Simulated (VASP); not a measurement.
# Ti2Co (Fd-3m) in VASP: notebook, part 2 of 2

VASP 6.6.1. The steps go on from the part before.

## (5) Single point, r2SCAN, collinear spin, ferromagnetic start

This run uses another cell than the first one, of 12.70 Å³/atom.

File POSCAR:

```
Ti2Co
1.0
    0.0000000000      3.3650000000      3.3650000000
    3.3650000000      0.0000000000      3.3650000000
    3.3650000000      3.3650000000      0.0000000000
Ti Co
4 2
Direct
    0.1250000000      0.1250000000      0.1250000000
    0.6250000000      0.1250000000      0.1250000000
    0.1250000000      0.1250000000      0.6250000000
    0.1250000000      0.6250000000      0.1250000000
    0.5000000000      0.5000000000      0.5000000000
    0.7500000000      0.7500000000      0.7500000000
```

File INCAR.step1:

```
PREC = Accurate
ENCUT = 520
ISMEAR = 0
SIGMA = 0.1
LREAL = F
LASPH = T
NELM = 150
ISPIN = 2
MAGMOM = 0.19 0.19 0.19 0.19 1.58 1.58
LMAXMIX = 4
NBANDS = 46
GGA = PE
ALGO = Normal
EDIFF = 1E-4
LWAVE = T
LCHARG = F
```

File INCAR.step2:

```
PREC = Accurate
ENCUT = 520
EDIFF = 1E-6
ISMEAR = 0
SIGMA = 0.1
LREAL = F
LASPH = T
NELM = 150
ALGO = Normal
ISIF = 2
LWAVE = F
LCHARG = F
ISPIN = 2
MAGMOM = 0.19 0.19 0.19 0.19 1.58 1.58
LORBIT = 11
LMAXMIX = 4
METAGGA = R2SCAN
LMIXTAU = T
NBANDS = 46
ISTART = 1
```

File KPOINTS:

```
regular mesh
0
Gamma
  8 8 8
```

Potentials or basis: VASP PAW PBE potentials, release 64 (Ti_sv, Co).

On the command line:

```
$ cat potpaw_PBE.64/Ti_sv/POTCAR potpaw_PBE.64/Co/POTCAR > POTCAR
$ cp INCAR.step1 INCAR
$ mpirun -np 1 vasp_std > vasp.out
$ cp INCAR.step2 INCAR
$ mpirun -np 1 vasp_std > vasp.out
```

OUTCAR:

```text
PREC = Accurate
   ENCUT = 520
   EDIFF = 1E-6
   ISMEAR = 0
   LREAL = F
   LASPH = T
   NELM = 150
   ISIF = 2
   ISPIN = 2
   LORBIT = 11
   METAGGA = R2SCAN
   ISTART = 1

 ion  position               nearest neighbor table
   1  0.125  0.125  0.125-   2 2.38   3 2.38   4 2.38   3 2.38   4 2.38   2 2.38   6 2.79   5 2.79
                             6 2.79   5 2.79   6 2.79   5 2.79
   2  0.625  0.125  0.125-   1 2.38   3 2.38   4 2.38   1 2.38   3 2.38   4 2.38   6 2.79   5 2.79
                             5 2.79   6 2.79   5 2.79   6 2.79
   3  0.125  0.125  0.625-   1 2.38   1 2.38   2 2.38   4 2.38   4 2.38   2 2.38   6 2.79   5 2.79
                             6 2.79   5 2.79   6 2.79   5 2.79
   4  0.125  0.625  0.125-   1 2.38   3 2.38   1 2.38   2 2.38   3 2.38   2 2.38   6 2.79   5 2.79
                             6 2.79   5 2.79   6 2.79   5 2.79
   5  0.500  0.500  0.500-   1 2.79   1 2.79   1 2.79   2 2.79   3 2.79   4 2.79   4 2.79   2 2.79
                             4 2.79   3 2.79   2 2.79   3 2.79   6 2.91   6 2.91   6 2.91   6 2.91
   6  0.750  0.750  0.750-   2 2.79   3 2.79   4 2.79   1 2.79   1 2.79   1 2.79   2 2.79   2 2.79
                             3 2.79   4 2.79   3 2.79   4 2.79   5 2.91   5 2.91   5 2.91   5 2.91

  LATTYP: Found a face centered cubic cell.
 ALAT       =     6.7300000000

  Lattice vectors:

 A1 = (   0.0000000000,   3.3650000000,   3.3650000000)
 A2 = (   3.3650000000,   0.0000000000,   3.3650000000)
 A3 = (   3.3650000000,   3.3650000000,   0.0000000000)

Analysis of symmetry for initial positions (statically):
=====================================================================
 Subroutine PRICEL returns:
 Original cell was already a primitive cell.

 Routine SETGRP: Setting up the symmetry group for a
 face centered cubic supercell.

 Subroutine GETGRP returns: Found 48 space group operations
 (whereof 24 operations were pure point group operations)
 out of a pool of 48 trial point group operations.

The static configuration has the point symmetry T_d .
 The point group associated with its full space group is O_h .

Analysis of symmetry for dynamics (positions and initial velocities):
=====================================================================
 Subroutine PRICEL returns:
 Original cell was already a primitive cell.

 Routine SETGRP: Setting up the symmetry group for a
 face centered cubic supercell.

 Subroutine GETGRP returns: Found 48 space group operations
 (whereof 24 operations were pure point group operations)
 out of a pool of 48 trial point group operations.

The dynamic configuration has the point symmetry T_d .
 The point group associated with its full space group is O_h .

Analysis of structural, dynamic, and magnetic symmetry:
=====================================================================
 Subroutine PRICEL returns:
 Original cell was already a primitive cell.

 Routine SETGRP: Setting up the symmetry group for a
 face centered cubic supercell.

 Subroutine GETGRP returns: Found 48 space group operations
 (whereof 24 operations were pure point group operations)
 out of a pool of 48 trial point group operations.

The overall configuration has the point symmetry T_d .
 The point group associated with its full space group is O_h .

 Subroutine INISYM returns: Found 48 space group operations
 (whereof 24 operations are pure point group operations),
 and found     1 'primitive' translations

----------------------------------------------------------------------------------------

                                     Primitive cell
[... 111 lines left out ...]
   NUPDOWN=      -1.0000    fix difference up-down
   EMIN   =  10.00;   EMAX   =-10.00  energy-range for DOS
   EFERMI =   0.00;   METHOD = LEGACY
   ISMEAR =     0;   SIGMA  =   0.10  broadening in eV -4-tet -1-fermi 0-gaus
   EFERMI_NEDOS =   21; number of points for ismear=-14 and -15
   IALGO  =     38    algorithm
   IMIX   =      4    mixing-type and parameters
     AMIX     =   0.40;   BMIX     =  1.00
     AMIX_MAG =   1.60;   BMIX_MAG =  1.00
  volume/ion in A,a.u.               =      12.70        85.71
  Fermi-wavevector in a.u.,A,eV,Ry     =   1.560490  2.948899 33.131955  2.435130
  Thomas-Fermi vector in A             =   2.663695
   LORBIT       =     11    0 simple, 1 ext, 2 COOP (PROOUT), +10 PAW based schemes
   METAGGA = R2SCAN    functional components
   LHFCALC =     F    Hartree Fock is set to
   AEXX    =    0.0000 exact exchange contribution
   IVDW    =     0    specifies the selected vdW correction
   LEPSILON=     F    determine dielectric tensor
   LRPA    =     F    only Hartree local field effects (RPA)
 spin polarized calculation
 Gauss-broadening in eV      SIGMA  =   0.10
  energy-cutoff  :      520.00
  volume of cell :       76.21
 maximum number of plane-waves:      2085
   NGX = 17   NGY = 17   NGZ = 17

 number of electron      66.0000033 magnetization       1.2773440

 Free energy of the ion-electron system (eV)
  ---------------------------------------------------
  ext. energy  EPLUGINS =         0.00000000
  ---------------------------------------------------
  free energy    TOTEN  =       -74.00243319 eV

  energy without entropy =      -73.96166919  energy(sigma->0) =      -73.98205119

 E-fermi :  10.2534     XC(G=0): -13.9126

 val. band max:       10.2509002985   @ k =  -0.3750   0.2500   0.0000
 cond. band min:      10.2540176071   @ k =   0.2500   0.2500   0.0000
 fundamental gap:      0.0031173086
 Fermi energy:        10.2533528192

 spin component 1

 k-point     1 :       0.0000    0.0000    0.0000
  band No.  band energies     occupation
      1     -48.7413      1.00000
      2     -48.0000      1.00000
      3     -48.0000      1.00000
      4     -48.0000      1.00000
      5     -25.8778      1.00000
      6     -24.3473      1.00000
[... 1141 lines left out ...]
     44      13.9077      0.00000
     45      14.0045      0.00000

 [... further k-points ...]

 spin component 2

 k-point     1 :       0.0000    0.0000    0.0000
  band No.  band energies     occupation
      1     -48.2933      1.00000
      2     -47.5640      1.00000
      3     -47.5640      1.00000
      4     -47.5640      1.00000
      5     -25.4182      1.00000
      6     -23.8760      1.00000
[... 1141 lines left out ...]
     44      14.2287      0.00000
     45      14.4025      0.00000

 [... further k-points ...]

 [bands above 45 left out]

------------------------ aborting loop because EDIFF is reached ----------------------------------------

  FORCE on cell =-STRESS in cart. coord.  units (eV):
  Direction    XX          YY          ZZ          XY          YZ          ZX
  --------------------------------------------------------------------------------------
  -------------------------------------------------------------------------------------
  Total       10.5383084     10.5383084     10.5383084     -0.0000000      0.0000000     -0.0000000
  in kB      221.5625135    221.5625135    221.5625135     -0.0000000      0.0000000     -0.0000000
  external PRESSURE =     221.5625135 kB  Pullay stress =       0.0000000 kB

 VOLUME and BASIS-vectors are now :
 -----------------------------------------------------------------------------
  energy-cutoff  :      520.00
  volume of cell :       76.21
      direct lattice vectors                 reciprocal lattice vectors
     0.000000000  3.365000000  3.365000000    -0.148588410  0.148588410  0.148588410
     3.365000000  0.000000000  3.365000000     0.148588410 -0.148588410  0.148588410
     3.365000000  3.365000000  0.000000000     0.148588410  0.148588410 -0.148588410

 POSITION                                       TOTAL-FORCE (eV/Angst)
 -----------------------------------------------------------------------------------
      0.84125      0.84125      0.84125        -0.000000      0.000000      0.000000
      0.84125      2.52375      2.52375        -0.000000      0.000000      0.000000
      2.52375      2.52375      0.84125        -0.000000      0.000000      0.000000
      2.52375      0.84125      2.52375        -0.000000      0.000000      0.000000
      3.36500      3.36500      3.36500        -0.000000     -0.000000     -0.000000
      5.04750      5.04750      5.04750         0.000000      0.000000      0.000000
 -----------------------------------------------------------------------------------
    total drift:                                0.000000      0.000000      0.000000

  FREE ENERGIE OF THE ION-ELECTRON SYSTEM (eV)
  ---------------------------------------------------
  free  energy   TOTEN  =       -74.0024331944 eV

  energy  without entropy=      -73.9616691926  energy(sigma->0) =      -73.98205119

 total charge

# of ion       s       p       d       tot
------------------------------------------
    1        2.299   6.166   2.287  10.752
    2        2.299   6.166   2.287  10.752
    3        2.299   6.166   2.287  10.752
    4        2.299   6.166   2.287  10.752
    5        0.477   0.501   7.220   8.197
    6        0.477   0.501   7.220   8.197
--------------------------------------------------
tot         10.148  25.668  23.586  59.401

 magnetization (x)

# of ion       s       p       d       tot
------------------------------------------
    1        0.014   0.021   0.371   0.407
    2        0.014   0.021   0.371   0.407
    3        0.014   0.021   0.371   0.407
    4        0.014   0.021   0.371   0.407
    5       -0.007   0.003  -0.285  -0.289
    6       -0.007   0.003  -0.285  -0.289
--------------------------------------------------
tot          0.041   0.091   0.916   1.047
```

It took 12 min on 1 thread of Intel Xeon 6975P-C (Granite Rapids), shared host; peak memory 0.36 GiB.

What came out:

* Free energy: -74.0024 eV
* Pressure: 22.2 GPa
* Net moment: 1.28 μB per cell
* Site moments: Ti +0.41; Co -0.29 μB
* Valence electrons inside the program's atomic spheres: Ti 10.75; Co 8.20

Caveat: the cell stands under pressure; the PAW data sets were made with another functional, which shifts forces and pressure a little.

## (6) Single point, r2SCAN

This run uses another cell than the first one, of 12.70 Å³/atom.

POSCAR is that of step 5.

File INCAR.step1:

```
ALGO = Normal
EDIFF = 1E-4
ENCUT = 520
GGA = PE
ISMEAR = 0
LASPH = True
LCHARG = False
LREAL = False
LWAVE = True
NBANDS = 42
NELM = 100
PREC = Accurate
SIGMA = 0.1
```

File INCAR.step2:

```
ALGO = Normal
EDIFF = 1E-6
ENCUT = 520
ISIF = 2
ISMEAR = 0
ISTART = 1
LASPH = True
LCHARG = False
LMIXTAU = True
LREAL = False
LWAVE = False
METAGGA = R2SCAN
NBANDS = 42
NELM = 100
PREC = Accurate
SIGMA = 0.1
```

File KPOINTS:

```
k-points
0
Gamma
  10 10 10
```

Potentials or basis: VASP PAW PBE potentials, release 64 (Ti_sv, Co).

On the command line:

```
$ cat potpaw_PBE.64/Ti_sv/POTCAR potpaw_PBE.64/Co/POTCAR > POTCAR
$ cp INCAR.step1 INCAR
$ mpirun -np 1 vasp_std > vasp.out
$ cp INCAR.step2 INCAR
$ mpirun -np 1 vasp_std > vasp.out
```

Wall time 8 min (1 thread of Intel Xeon Platinum 8488C (Sapphire Rapids), shared host); peak memory 0.29 GiB.

It converged, with:

* Free energy: -73.9936 eV
* Pressure: 20.6 GPa
* Band gap on the k mesh: zero (bands 33 and 34 overlap by 0.66 eV)

Levels at points of the mesh, in eV from the Fermi level:
| k point | band 30 | band 31 | band 32 | band 33 | band 34 | band 35 | band 36 | band 37 |
| --- | --- | --- | --- | --- | --- | --- | --- | --- |
| (0.00, 0.00, 0.00) | -1.07 | -1.07 | 0.07 | 0.07 | 0.14 | 0.14 | 0.14 | 4.18 |
| (0.50, 0.00, 0.00) | -0.46 | -0.46 | -0.36 | -0.23 | -0.23 | 1.14 | 1.19 | 1.19 |
| (0.50, 0.50, 0.00) | -0.70 | -0.34 | -0.34 | 0.39 | 0.39 | 0.77 | 0.77 | 1.73 |

Caveat: the cell stands under pressure; the PAW data sets were made with another functional, which shifts forces and pressure a little; the run has no spin polarisation, though such a crystal can be magnetic. Spin polarisation is off, so any magnetic state and its effect on volume and gap are missing.

## (7) Single point, r2SCAN

This run uses another cell than the first one, of 14.34 Å³/atom.

Edit POSCAR of step 6 so:

```diff
@@ -2,5 +2,5 @@
 1.0
-    0.0000000000      3.3650000000      3.3650000000
-    3.3650000000      0.0000000000      3.3650000000
-    3.3650000000      3.3650000000      0.0000000000
+    0.0000000000      3.5042003962      3.5042003962
+    3.5042003962      0.0000000000      3.5042003962
+    3.5042003962      3.5042003962      0.0000000000
 Ti Co
```

File INCAR.step1:

```
ALGO     = Normal         # electronic algorithm
EDIFF    = 1E-4           # SCF threshold, eV
ENCUT    = 520            # plane-wave cutoff, eV
GGA      = PE             # functional
ISMEAR   = 0              # smearing method
LASPH    = T              # aspherical terms in the spheres
LCHARG   = F              # write CHGCAR
LREAL    = F              # projectors in reciprocal space
LWAVE    = T              # write WAVECAR
NBANDS   = 42             # bands
NELM     = 60             # most SCF steps
PREC     = Accurate       # precision mode
SIGMA    = 0.1            # smearing width, eV
```

File INCAR.step2:

```
ALGO     = Normal         # electronic algorithm
EDIFF    = 1E-6           # SCF threshold, eV
ENCUT    = 520            # plane-wave cutoff, eV
ISIF     = 2              # what is computed and relaxed
ISMEAR   = 0              # smearing method
ISTART   = 1            
LASPH    = T              # aspherical terms in the spheres
LCHARG   = F              # write CHGCAR
LMIXTAU  = T            
LREAL    = F              # projectors in reciprocal space
LWAVE    = F              # write WAVECAR
METAGGA  = R2SCAN         # meta-GGA
NBANDS   = 42             # bands
NELM     = 60             # most SCF steps
PREC     = Accurate       # precision mode
SIGMA    = 0.1            # smearing width, eV
```

KPOINTS is that of step 6.

On the command line:

```
$ cat potpaw_PBE.64/Ti_sv/POTCAR potpaw_PBE.64/Co/POTCAR > POTCAR
$ cp INCAR.step1 INCAR
$ mpirun -np 1 vasp_std > vasp.out
$ cp INCAR.step2 INCAR
$ mpirun -np 1 vasp_std > vasp.out
```

It took 14 min on 1 thread of Intel Xeon Platinum 8488C (Sapphire Rapids), shared host; peak memory 0.34 GiB.

The run converged. Its results:

```
Free energy            : -74.5955 eV
Pressure               : 0.8 GPa
Band gap on the k mesh : zero (bands 33 and 34 overlap by 0.48 eV)
```

Levels at points of the mesh, in eV from the Fermi level:
```
           k point  band 30  band 31  band 32  band 33  band 34  band 35  band 36  band 37
(0.00, 0.00, 0.00)    -0.90    -0.90     0.10     0.10     0.12     0.12     0.12     3.70
(0.50, 0.00, 0.00)    -0.36    -0.34    -0.34    -0.20    -0.20     0.71     1.02     1.02
(0.50, 0.50, 0.00)    -0.84    -0.29    -0.29     0.26     0.26     0.65     0.65     1.55
```

Caveat: the PAW data sets were made with another functional, which shifts forces and pressure a little; the run has no spin polarisation, though such a crystal can be magnetic. Spin polarisation is off, so any magnetic state and its effect on volume and gap are missing.

## (8) The runs side by side

```tsv
spin	cell	k mesh	gap on the mesh (eV)	pressure (GPa)
off	a = 4.695 Å, angles 60.0°, 6 atoms	10 × 10 × 10	none	29.5
off	a = 4.759 Å, angles 60.0°, 6 atoms	10 × 10 × 10	none	20.6
off	a = 4.821 Å, angles 60.0°, 6 atoms	10 × 10 × 10	none	13.1
collinear, ferromagnetic start	a = 4.759 Å, angles 60.0°, 6 atoms	8 × 8 × 8	none	22.2
off	a = 4.956 Å, angles 60.0°, 6 atoms	10 × 10 × 10	none	0.8
```

Alike in all rows: task single point; level r2SCAN; potentials or basis VASP PAW PBE potentials, release 64 (Ti_sv, Co); cutoff (eV) 520; smearing gaussian 0.1 eV.

Caveats: the PAW data sets were made with another functional, which shifts forces and pressure a little; the cell stands under pressure (at least some runs).

Total energies depend on the potentials used, so only differences within one code and one set of settings carry meaning.
